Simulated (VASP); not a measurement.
# WC (Qusongite) (P-6m2) in VASP: further runs

Runs on WC (Qusongite). Level: PBE+D3(BJ). Tasks: single point.

All numbers are computed with VASP 6.6.1; they aren't measurements. Logs are shortened: lines on timing, memory, paths and dates and some standing lists are left out, and cuts for length are marked.

### 1 The cell of the first run

The structure is hexagonal, space group P-6m2 (No. 187). Conventional cell: a = 2.907 Å, b = 2.907 Å, c = 2.837 Å, α = 90.00°, β = 90.00°, γ = 120.00°. W (site symmetry -6m2) has 6 C at 2.20 Å and 2 W at 2.84 Å within 2.9 Å. Within 2.9 Å of C (site symmetry -6m2) lie 6 W at 2.20 Å and 2 C at 2.84 Å.

### 2 Single point, PBE+D3(BJ)

The input, INCAR:

```
SYSTEM = WC
  PREC = Accurate
  ENCUT = 520
  EDIFF = 1E-7
  ISMEAR = 0
  SIGMA = 0.5
  LREAL = .False.
  LASPH = .True.
  NELM = 60
  ALGO = Normal
  ISIF = 2
  LWAVE = .False.
  LCHARG = .False.
  GGA = PE
  IVDW = 12
  NBANDS = 16
```

The input, KPOINTS:

```
Automatic mesh
0
Gamma
  10 10 9
  0 0 0
```

The input, POSCAR:

```
WC
1.0
    2.9065000000      0.0000000000      0.0000000000
   -1.4532500000      2.5171030000      0.0000000000
    0.0000000000      0.0000000000      2.8366000000
W C
1 1
Direct
    0.0000000000      0.0000000000      0.0000000000
    0.6666666667      0.3333333333      0.5000000000
```

Potentials or basis: VASP PAW PBE potentials, release 64 (W_sv, C).

On the command line:

```bash
cat potpaw_PBE.64/W_sv/POTCAR potpaw_PBE.64/C/POTCAR > POTCAR
mpirun -np 1 vasp_std > vasp.out
```

OUTCAR:

```text
SYSTEM = WC
   PREC = Accurate
   ENCUT = 520
   EDIFF = 1E-7
   ISMEAR = 0
   LREAL = .False.
   LASPH = .True.
   NELM = 60
   ISIF = 2
   GGA = PE
   IVDW = 12
 IVDW          = 12

 ion  position               nearest neighbor table
   1  0.000  0.000  0.000-   2 2.20   2 2.20   2 2.20   2 2.20   2 2.20   2 2.20
   2  0.667  0.333  0.500-   1 2.20   1 2.20   1 2.20   1 2.20   1 2.20   1 2.20

  LATTYP: Found a hexagonal cell.
 ALAT       =     2.9065000000
 C/A-ratio  =     0.9759504559

  Lattice vectors:

 A1 = (   2.9065000000,   0.0000000000,   0.0000000000)
 A2 = (  -1.4532500000,   2.5171030000,   0.0000000000)
 A3 = (   0.0000000000,   0.0000000000,   2.8366000000)

Analysis of symmetry for initial positions (statically):
=====================================================================
 Subroutine PRICEL returns:
 Original cell was already a primitive cell.

 Routine SETGRP: Setting up the symmetry group for a
 hexagonal supercell.

 Subroutine GETGRP returns: Found 12 space group operations
 (whereof 12 operations were pure point group operations)
 out of a pool of 24 trial point group operations.

The static configuration has the point symmetry D_3h.

Analysis of symmetry for dynamics (positions and initial velocities):
=====================================================================
 Subroutine PRICEL returns:
 Original cell was already a primitive cell.

 Routine SETGRP: Setting up the symmetry group for a
 hexagonal supercell.

 Subroutine GETGRP returns: Found 12 space group operations
 (whereof 12 operations were pure point group operations)
 out of a pool of 24 trial point group operations.

The dynamic configuration has the point symmetry D_3h.

 Subroutine INISYM returns: Found 12 space group operations
 (whereof 12 operations are pure point group operations),
 and found     1 'primitive' translations

----------------------------------------------------------------------------------------

                                     Primitive cell

  volume of cell :      20.7525

  direct lattice vectors                    reciprocal lattice vectors
     2.906500000  0.000000000  0.000000000     0.344056425  0.198641057  0.000000000
    -1.453250000  2.517103000  0.000000000     0.000000000  0.397282114  0.000000000
     0.000000000  0.000000000  2.836600000     0.000000000  0.000000000  0.352534725

  length of vectors
     2.906500000  2.906500142  2.836600000     0.397282133  0.397282114  0.352534725

  position of ions in fractional coordinates (direct lattice)
     0.000000000  0.000000000  0.000000000
     0.666666667  0.333333333  0.500000000

  ion indices of the primitive-cell ions
   primitive index   ion index
                 1           1
                 2           2

----------------------------------------------------------------------------------------

 KPOINTS: Automatic mesh

Automatic generation of k-mesh.
 Grid dimensions read from file:
 generate k-points for:   10   10    9

 Generating k-lattice:

  Cartesian coordinates                     Fractional coordinates (reciprocal lattice)
     0.034405643  0.019864106  0.000000000     0.100000000  0.000000000  0.000000000
     0.000000000  0.039728211  0.000000000     0.000000000  0.100000000  0.000000000
     0.000000000  0.000000000  0.039170525     0.000000000  0.000000000  0.111111111

  Length of vectors
     0.039728213  0.039728211  0.039170525

  Shift w.r.t. Gamma in fractional coordinates (k-lattice)
     0.000000000  0.000000000  0.000000000

 Subroutine IBZKPT returns following result:
 ===========================================

 Found     70 irreducible k-points:

 Following reciprocal coordinates:
            Coordinates               Weight
  0.000000  0.000000  0.000000      1.000000
  0.100000  0.000000  0.000000      6.000000
  0.200000  0.000000  0.000000      6.000000
  0.300000  0.000000  0.000000      6.000000
  0.400000 -0.000000  0.000000      6.000000
  0.500000  0.000000  0.000000      3.000000
[... 16 lines left out ...]
  0.300000  0.100000  0.111111     24.000000
  0.400000  0.100000  0.111111     24.000000
 [... further k-points ...]
   k-points           NKPTS =     70   k-points in BZ     NKDIM =     70   number of bands    NBANDS=     16
   number of dos      NEDOS =    301   number of ions     NIONS =      2
   total plane-waves  NPLWV =  13824
   dimension x,y,z NGX =    24 NGY =   24 NGZ =   24
   dimension x,y,z NGXF=    48 NGYF=   48 NGZF=   48
   ions per type =               1   1
   NGX,Y,Z   is equivalent  to a cutoff of  13.73, 13.73, 14.07 a.u.
   NGXF,Y,Z  is equivalent  to a cutoff of  27.46, 27.46, 28.13 a.u.
 SYSTEM =  WC
   PREC   = accura    normal or accurate (medium, high low for compatibility)
   ISTART =      0    job   : 0-new  1-cont  2-samecut
   ICHARG =      2    charge: 1-file 2-atom 10-const
   ISPIN  =      1    spin polarized calculation?
   LNONCOLLINEAR =      F non collinear calculations
   LSORBIT =      F    spin-orbit coupling
   LASPH  =      T    aspherical Exc in radial PAW
   ENCUT  =  520.0 eV  38.22 Ry    6.18 a.u.   5.40  5.40  5.27*2*pi/ulx,y,z
   NELM   =     60;   NELMIN=  2; NELMDL= -5     # of ELM steps
   EDIFF  = 0.1E-06   stopping-criterion for ELM
   LREAL  =      F    real-space projection
   EDIFFG = 0.1E-05   stopping-criterion for IOM
   NSW    =      0    number of steps for IOM
   IBRION =     -1    ionic relax: 0-MD 1-quasi-New 2-CG
   NFREE  =      0    steps in history (QN), initial steepest desc. (CG)
   ISIF   =      2    stress and relaxation
   ISYM   =      2    0-nonsym 1-usesym 2-fastsym
   POTIM  = 0.5000    time-step for ionic-motion
   TEBEG  =    0.0;   TEEND  =   0.0 temperature during run
   PSTRESS=    0.0 pullay stress
   NELECT =      18.0000    total number of electrons
   NUPDOWN=      -1.0000    fix difference up-down
   EMIN   =  10.00;   EMAX   =-10.00  energy-range for DOS
   EFERMI =   0.00;   METHOD = LEGACY
   ISMEAR =     0;   SIGMA  =   0.50  broadening in eV -4-tet -1-fermi 0-gaus
   EFERMI_NEDOS =   21; number of points for ismear=-14 and -15
   IALGO  =     38    algorithm
   IMIX   =      4    mixing-type and parameters
     AMIX     =   0.40;   BMIX     =  1.00
     AMIX_MAG =   1.60;   BMIX_MAG =  1.00
  volume/ion in A,a.u.               =      10.38        70.02
  Fermi-wavevector in a.u.,A,eV,Ry     =   1.561262  2.950358 33.164743  2.437540
  Thomas-Fermi vector in A             =   2.664353
   LORBIT       =      0    0 simple, 1 ext, 2 COOP (PROOUT), +10 PAW based schemes
   GGA     = PE    functional components
   LHFCALC =     F    Hartree Fock is set to
   AEXX    =    0.0000 exact exchange contribution
   IVDW    =    12    specifies the selected vdW correction
   LEPSILON=     F    determine dielectric tensor
   LRPA    =     F    only Hartree local field effects (RPA)
 non-spin polarized calculation
 Gauss-broadening in eV      SIGMA  =   0.50
  energy-cutoff  :      520.00
  volume of cell :       20.75
 maximum number of plane-waves:       580
 NGX is ok and might be reduce to    24
   NGX = 11   NGY = 11   NGZ = 11

 number of electron      18.0000000 magnetization

 Free energy of the ion-electron system (eV)
  ---------------------------------------------------
  ext. energy  EPLUGINS =         0.00000000
  ---------------------------------------------------
  free energy    TOTEN  =       -22.46086401 eV

  energy without entropy =      -22.42460736  energy(sigma->0) =      -22.44273568

 E-fermi :  11.1595     XC(G=0): -13.7995

 val. band max:       11.1592853398   @ k =   0.0000   0.0000   0.1111
 cond. band min:      11.1633642502   @ k =   0.0000   0.0000   0.0000
 fundamental gap:      0.0040789104
 Fermi energy:        11.1594955095

 k-point     1 :       0.0000    0.0000    0.0000
  band No.  band energies     occupation
      1     -62.9158      2.00000
      2     -26.9005      2.00000
      3     -26.7941      2.00000
      4     -26.7941      2.00000
      5      -3.3737      2.00000
      6       6.7684      2.00000
[... 8 lines left out ...]
     15      25.4245      0.00000
     16      27.8150      0.00000

 k-point     2 :       0.1000    0.0000    0.0000
  band No.  band energies     occupation
      1     -62.9102      2.00000
      2     -26.8900      2.00000
      3     -26.8759      2.00000
      4     -26.8126      2.00000
      5      -3.1132      2.00000
      6       6.8000      2.00000
[... 8 lines left out ...]
     15      24.9808      0.00000
     16      28.3610      0.00000

 k-point     3 :       0.2000    0.0000    0.0000
  band No.  band energies     occupation
      1     -62.8957      2.00000
      2     -27.0856      2.00000
      3     -26.8623      2.00000
      4     -26.8608      2.00000
      5      -2.3970      2.00000
      6       6.0716      2.00000
[... 8 lines left out ...]
     15      24.7994      0.00000
     16      29.5102      0.00000

 k-point     4 :       0.3000    0.0000    0.0000
  band No.  band energies     occupation
      1     -62.8777      2.00000
      2     -27.3363      2.00000
      3     -26.9197      2.00000
      4     -26.8279      2.00000
      5      -1.4089      2.00000
      6       5.0845      2.00000
[... 8 lines left out ...]
     15      25.7221      0.00000
     16      28.4011      0.00000

 k-point     5 :       0.4000   -0.0000    0.0000
  band No.  band energies     occupation
      1     -62.8631      2.00000
      2     -27.5329      2.00000
      3     -26.9669      2.00000
      4     -26.7999      2.00000
      5      -0.4579      2.00000
      6       4.3398      2.00000
[... 8 lines left out ...]
     15      25.0620      0.00000
     16      28.2496      0.00000

 k-point     6 :       0.5000    0.0000    0.0000
  band No.  band energies     occupation
      1     -62.8575      2.00000
      2     -27.6065      2.00000
      3     -26.9848      2.00000
      4     -26.7891      2.00000
      5      -0.0279      2.00000
      6       4.0438      2.00000
[... 8 lines left out ...]
     15      23.9088      0.00000
     16      29.1908      0.00000

 k-point     7 :       0.1000    0.1000    0.0000
  band No.  band energies     occupation
      1     -62.9002      2.00000
      2     -27.0156      2.00000
      3     -26.8709      2.00000
      4     -26.8521      2.00000
      5      -2.6235      2.00000
      6       6.3552      2.00000
[... 8 lines left out ...]
     15      24.7733      0.00000
     16      29.1272      0.00000

 k-point     8 :       0.2000    0.1000    0.0000
  band No.  band energies     occupation
      1     -62.8839      2.00000
      2     -27.2311      2.00000
      3     -26.9201      2.00000
      4     -26.8398      2.00000
      5      -1.7605      2.00000
      6       5.4684      2.00000
[... 8 lines left out ...]
     15      25.2301      0.00000
     16      29.2195      0.00000

 k-point     9 :       0.3000    0.1000    0.0000
  band No.  band energies     occupation
      1     -62.8676      2.00000
      2     -27.4396      2.00000
      3     -26.9882      2.00000
      4     -26.8085      2.00000
      5      -0.7559      2.00000
      6       4.6678      2.00000
[... 8 lines left out ...]
     15      26.1729      0.00000
     16      27.5781      0.00000
[... 172 lines left out ...]
 k-point    19 :       0.4000   -0.0000    0.1111
  band No.  band energies     occupation
      1     -62.8584      2.00000
      2     -27.5203      2.00000
      3     -26.9578      2.00000
      4     -26.8838      2.00000
      5      -0.3446      2.00000
      6       4.3070      2.00000
[... 8 lines left out ...]
     15      24.7022      0.00000
     16      28.1102      0.00000

 k-point    20 :       0.5000    0.0000    0.1111
  band No.  band energies     occupation
      1     -62.8529      2.00000
      2     -27.5934      2.00000
      3     -26.9756      2.00000
      4     -26.8723      2.00000
      5       0.0489      2.00000
      6       3.9628      2.00000
[... 8 lines left out ...]
     15      23.9608      0.00000
     16      28.9743      0.00000

 k-point    21 :       0.1000    0.1000    0.1111
  band No.  band energies     occupation
      1     -62.8955      2.00000
      2     -27.0084      2.00000
      3     -26.9577      2.00000
      4     -26.8438      2.00000
      5      -2.3592      2.00000
      6       6.5120      2.00000
[... 8 lines left out ...]
     15      24.5705      0.00000
     16      28.7201      0.00000

 k-point    22 :       0.2000    0.1000    0.1111
  band No.  band energies     occupation
      1     -62.8792      2.00000
      2     -27.2207      2.00000
      3     -26.9262      2.00000
      4     -26.9114      2.00000
      5      -1.5483      2.00000
      6       5.6234      2.00000
[... 8 lines left out ...]
     15      24.7090      0.00000
     16      28.7792      0.00000

 k-point    23 :       0.3000    0.1000    0.1111
  band No.  band energies     occupation
      1     -62.8629      2.00000
      2     -27.4276      2.00000
      3     -26.9790      2.00000
      4     -26.8930      2.00000
      5      -0.6211      2.00000
      6       4.7495      2.00000
[... 8 lines left out ...]
     15      25.3600      0.00000
     16      27.6940      0.00000

 k-point    24 :       0.4000    0.1000    0.1111
  band No.  band energies     occupation
      1     -62.8529      2.00000
      2     -27.5525      2.00000
      3     -27.0204      2.00000
      4     -26.8723      2.00000
      5       0.0624      2.00000
      6       4.1828      2.00000
[... 8 lines left out ...]
     15      24.4785      0.00000
     16      28.5270      0.00000

 [... further k-points ...]

------------------------ aborting loop because EDIFF is reached ----------------------------------------

 Edisp (eV)   -0.92363

 E8    (eV) :    -0.4234

  FORCE on cell =-STRESS in cart. coord.  units (eV):
  Direction    XX          YY          ZZ          XY          YZ          ZX
  --------------------------------------------------------------------------------------
  -------------------------------------------------------------------------------------
  Total      -0.03509    -0.03509    -0.13602     0.00000    -0.00000     0.00000
  in kB      -2.70894    -2.70894   -10.50130     0.00000    -0.00000     0.00000
  external pressure =       -5.31 kB  Pullay stress =        0.00 kB

 VOLUME and BASIS-vectors are now :
 -----------------------------------------------------------------------------
  energy-cutoff  :      520.00
  volume of cell :       20.75
      direct lattice vectors                 reciprocal lattice vectors
     2.906500000  0.000000000  0.000000000     0.344056425  0.198641057  0.000000000
    -1.453250000  2.517103000  0.000000000     0.000000000  0.397282114  0.000000000
     0.000000000  0.000000000  2.836600000     0.000000000  0.000000000  0.352534725

 POSITION                                       TOTAL-FORCE (eV/Angst)
 -----------------------------------------------------------------------------------
      0.00000      0.00000      0.00000         0.000000     -0.000000      0.000000
      1.45325      0.83903      1.41830        -0.000000      0.000000      0.000000
 -----------------------------------------------------------------------------------
    total drift:                                0.000000      0.000001      0.000000

  FREE ENERGIE OF THE ION-ELECTRON SYSTEM (eV)
  ---------------------------------------------------
  free  energy   TOTEN  =       -23.3844932347 eV

  energy  without entropy=      -23.3482365939  energy(sigma->0) =      -23.36636491
```

Run time: 23 s. Hardware: 1 thread of Intel Xeon 8259CL, shared host; peak memory 0.16 GiB.

What came out:

```yaml
Free_energy: -23.3845 eV
Pressure: -0.5 GPa
Band_gap_on_the_k_mesh: zero (band 9 reaches 11.73 eV, above the bottom of band 10 at 10.54 eV)
Dispersion_energy_per_atom: -0.462 eV
```

Stress tensor (GPa, compression positive):
```
-0.27  0.00  0.00
 0.00 -0.27  0.00
 0.00  0.00 -1.05
```

Caveat: three body term missing; spin-orbit coupling is left out, which moves the levels of the heavy elements; pairwise dispersion overbinds metals, which lowers pressure and volume.

[end of part 1 of 2]
